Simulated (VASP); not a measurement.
# TlAgTe2 (I-4m2) in VASP: notebook

TlAgTe2 is run at these levels: LDA; tasks: single point.

Program: VASP 6.6.1. These are calculated values, not measurements. Logs are shortened: lines on timing, memory, paths and dates and some standing lists are left out, and cuts for length are marked.

## 1. The cell of the first run

The structure is tetragonal, space group I-4m2 (No. 119). Conventional cell: a = 3.920 Å, b = 3.920 Å, c = 15.068 Å, α = 90.00°, β = 90.00°, γ = 90.00°. Tl (site symmetry -4m2) has 8 Te at 3.40 Å and 4 Tl at 3.92 Å and 4 Ag at 4.25 Å within 4.5 Å. Within 3.5 Å of Ag (site symmetry -4m2) lie 4 Te at 2.66 Å. Te (site symmetry 2mm) has 2 Ag at 2.66 Å and 4 Tl at 3.40 Å within 3.5 Å.

## 2. Single point, LDA (zz strain of -1 %)

The input, INCAR:

```
ALGO = Normal
EDIFF = 1E-7
ENCUT = 520
ISIF = 2
ISMEAR = -1
LASPH = T
LCHARG = T
LELF = T
LREAL = F
LVHAR = T
LWAVE = F
NBANDS = 26
NELM = 100
PREC = Accurate
SIGMA = 0.05
```

The input, KPOINTS:

```
k-points
0
Gamma
  13 13 13
```

The input, POSCAR:

```
TlAgTe2
1.0
   -1.9600000000      1.9600000000      7.5339000000
    1.9600000000     -1.9600000000      7.5339000000
    1.9600000000      1.9600000000     -7.5339000000
Tl Ag Te
1 1 2
Direct
    0.0000000000      0.0000000000      0.0000000000
    0.7500000000      0.2500000000      0.5000000000
    0.3690000000      0.3690000000      0.0000000000
    0.6310000000      0.6310000000      0.0000000000
```

Potentials or basis: VASP PAW LDA potentials, release 64 (Tl_d, Ag, Te).

Run with:

```
> cat potpaw_LDA.64/Tl_d/POTCAR potpaw_LDA.64/Ag/POTCAR potpaw_LDA.64/Te/POTCAR > POTCAR
> mpirun -np 1 vasp_std > vasp.out
```

OUTCAR:

```text
EDIFF = 1E-7
   ENCUT = 520
   ISIF = 2
   ISMEAR = -1
   LASPH = T
   LREAL = F
   NELM = 100
   PREC = Accurate

 ion  position               nearest neighbor table
   1  0.000  0.000  0.000-   4 3.40   4 3.40   4 3.40   3 3.40   4 3.40   3 3.40   3 3.40   3 3.40

   2  0.750  0.250  0.500-   3 2.66   4 2.66   3 2.66   4 2.66
   3  0.369  0.369  0.000-   2 2.66   2 2.66   1 3.40   1 3.40   1 3.40   1 3.40
   4  0.631  0.631  0.000-   2 2.66   2 2.66   1 3.40   1 3.40   1 3.40   1 3.40

  LATTYP: Found a body centered tetragonal cell.
 ALAT       =     3.9200000000
 C/A-ratio  =     3.8438265306

  Lattice vectors:

 A1 = (  -1.9600000000,   1.9600000000,   7.5339000000)
 A2 = (   1.9600000000,  -1.9600000000,   7.5339000000)
 A3 = (   1.9600000000,   1.9600000000,  -7.5339000000)

Analysis of symmetry for initial positions (statically):
=====================================================================
 Subroutine PRICEL returns:
 Original cell was already a primitive cell.

 Routine SETGRP: Setting up the symmetry group for a
 body centered tetragonal supercell.

 Subroutine GETGRP returns: Found  8 space group operations
 (whereof  8 operations were pure point group operations)
 out of a pool of 16 trial point group operations.

The static configuration has the point symmetry D_2d.

Analysis of symmetry for dynamics (positions and initial velocities):
=====================================================================
 Subroutine PRICEL returns:
 Original cell was already a primitive cell.

 Routine SETGRP: Setting up the symmetry group for a
 body centered tetragonal supercell.

 Subroutine GETGRP returns: Found  8 space group operations
 (whereof  8 operations were pure point group operations)
 out of a pool of 16 trial point group operations.

The dynamic configuration has the point symmetry D_2d.

 Subroutine INISYM returns: Found  8 space group operations
 (whereof  8 operations are pure point group operations),
 and found     1 'primitive' translations

----------------------------------------------------------------------------------------

                                     Primitive cell

  volume of cell :     115.7689

  direct lattice vectors                    reciprocal lattice vectors
[... 86 lines left out ...]
   LNONCOLLINEAR =      F non collinear calculations
   LSORBIT =      F    spin-orbit coupling
   LASPH  =      T    aspherical Exc in radial PAW
   ENCUT  =  520.0 eV  38.22 Ry    6.18 a.u.  14.93 14.93 14.93*2*pi/ulx,y,z
   NELM   =    100;   NELMIN=  2; NELMDL= -5     # of ELM steps
   EDIFF  = 0.1E-06   stopping-criterion for ELM
   LREAL  =      F    real-space projection
   EDIFFG = 0.1E-05   stopping-criterion for IOM
   NSW    =      0    number of steps for IOM
   IBRION =     -1    ionic relax: 0-MD 1-quasi-New 2-CG
   NFREE  =      0    steps in history (QN), initial steepest desc. (CG)
   ISIF   =      2    stress and relaxation
   ISYM   =      2    0-nonsym 1-usesym 2-fastsym
   POTIM  = 0.5000    time-step for ionic-motion
   TEBEG  =    0.0;   TEEND  =   0.0 temperature during run
   PSTRESS=    0.0 pullay stress
   NELECT =      36.0000    total number of electrons
   NUPDOWN=      -1.0000    fix difference up-down
   EMIN   =  10.00;   EMAX   =-10.00  energy-range for DOS
   EFERMI =   0.00;   METHOD = LEGACY
   ISMEAR =    -1;   SIGMA  =   0.05  broadening in eV -4-tet -1-fermi 0-gaus
   EFERMI_NEDOS =   21; number of points for ismear=-14 and -15
   IALGO  =     38    algorithm
   IMIX   =      4    mixing-type and parameters
     AMIX     =   0.40;   BMIX     =  1.00
     AMIX_MAG =   1.60;   BMIX_MAG =  1.00
  volume/ion in A,a.u.               =      28.94       195.31
  Fermi-wavevector in a.u.,A,eV,Ry     =   1.109119  2.095932 16.737153  1.230146
  Thomas-Fermi vector in A             =   2.245655
   LORBIT       =      0    0 simple, 1 ext, 2 COOP (PROOUT), +10 PAW based schemes
   GGA     = CA    functional components
   LHFCALC =     F    Hartree Fock is set to
   AEXX    =    0.0000 exact exchange contribution
   IVDW    =     0    specifies the selected vdW correction
   LEPSILON=     F    determine dielectric tensor
   LRPA    =     F    only Hartree local field effects (RPA)
 non-spin polarized calculation
  energy-cutoff  :      520.00
  volume of cell :      115.77
 maximum number of plane-waves:      3148
   NGX = 29   NGY = 29   NGZ = 29

 number of electron      36.0000001 magnetization

 Free energy of the ion-electron system (eV)
  ---------------------------------------------------
  ext. energy  EPLUGINS =         0.00000000
  ---------------------------------------------------
  free energy    TOTEN  =       -14.08116205 eV

  energy without entropy =      -14.05446597  energy(sigma->0) =      -14.06781401

 E-fermi :   5.5332     XC(G=0): -10.0004

 val. band max:        5.5305050968   @ k =  -0.2308   0.3077   0.0769
 cond. band min:       5.5336563633   @ k =  -0.2308   0.2308   0.1538
 fundamental gap:      0.0031512666
 Fermi energy:         5.5331829929

 k-point     1 :       0.0000    0.0000    0.0000
  band No.  band energies     occupation
      1      -6.3472      2.00000
      2      -5.4775      2.00000
      3      -5.4314      2.00000
      4      -5.3399      2.00000
      5      -5.2777      2.00000
      6      -5.2777      2.00000
[... 685 lines left out ...]
     25      12.5859      0.00000
     26      13.3434      0.00000

 [... further k-points ...]

------------------------ aborting loop because EDIFF is reached ----------------------------------------

  FORCE on cell =-STRESS in cart. coord.  units (eV):
  Direction    XX          YY          ZZ          XY          YZ          ZX
  --------------------------------------------------------------------------------------
  -------------------------------------------------------------------------------------
  Total       -1.2446490     -1.2446490      0.7311912      0.0000000      0.0000000      0.0000000
  in kB      -17.2252478    -17.2252478     10.1192790      0.0000000      0.0000000      0.0000000
  external PRESSURE =      -8.1104055 kB  Pullay stress =       0.0000000 kB

 VOLUME and BASIS-vectors are now :
 -----------------------------------------------------------------------------
  energy-cutoff  :      520.00
  volume of cell :      115.77
      direct lattice vectors                 reciprocal lattice vectors
    -1.960000000  1.960000000  7.533900000     0.000000000  0.255102041  0.066366689
     1.960000000 -1.960000000  7.533900000     0.255102041  0.000000000  0.066366689
     1.960000000  1.960000000 -7.533900000     0.255102041  0.255102041  0.000000000

 POSITION                                       TOTAL-FORCE (eV/Angst)
 -----------------------------------------------------------------------------------
      0.00000      0.00000      0.00000         0.000000      0.000000      0.000000
      0.00000      1.96000      3.76695         0.000000      0.000000      0.000000
      0.00000      0.00000      5.56002         0.000000      0.000000      0.208711
      0.00000      0.00000      9.50778        -0.000000     -0.000000     -0.208711
 -----------------------------------------------------------------------------------
    total drift:                                0.000000     -0.000000      0.000000

  FREE ENERGIE OF THE ION-ELECTRON SYSTEM (eV)
  ---------------------------------------------------
  free  energy   TOTEN  =       -14.0811620453 eV

  energy  without entropy=      -14.0544659680  energy(sigma->0) =      -14.06781401
```

stdout:

```text
POSCAR found type information on POSCAR TlAgTe
 POSCAR found :  3 types and       4 ions
 scaLAPACK will be used
 LDA part: xc-table for (Slater(with rela. corr.)+CA(PZ))
 , standard interpolation
 POSCAR, INCAR and KPOINTS ok, starting setup
 FFT: planning ... GRIDC
 FFT: planning ... GRID_SOFT
 FFT: planning ... GRID
 WAVECAR not read
 entering main loop
```

Wall time 39 min (1 thread of Intel Xeon 8259CL, shared host); peak memory 0.85 GiB.

What came out:

```
Free energy            : -14.0812 eV
Pressure               : -0.8 GPa
Largest force          : 0.209 eV/Å
Band gap on the k mesh : zero (bands 18 and 19 overlap by 1.71 eV)
```

Forces in eV/Å, atoms in the order of the input:
```
Tl   0.000  0.000  0.000
Ag   0.000  0.000  0.000
Te   0.000  0.000  0.209
Te   0.000  0.000 -0.209
```

Caveat: the cell differs from its parent crystal (zz strain of -1 %); spin-orbit coupling is left out, which moves the levels of the heavy elements.

[end of part 1 of 2]
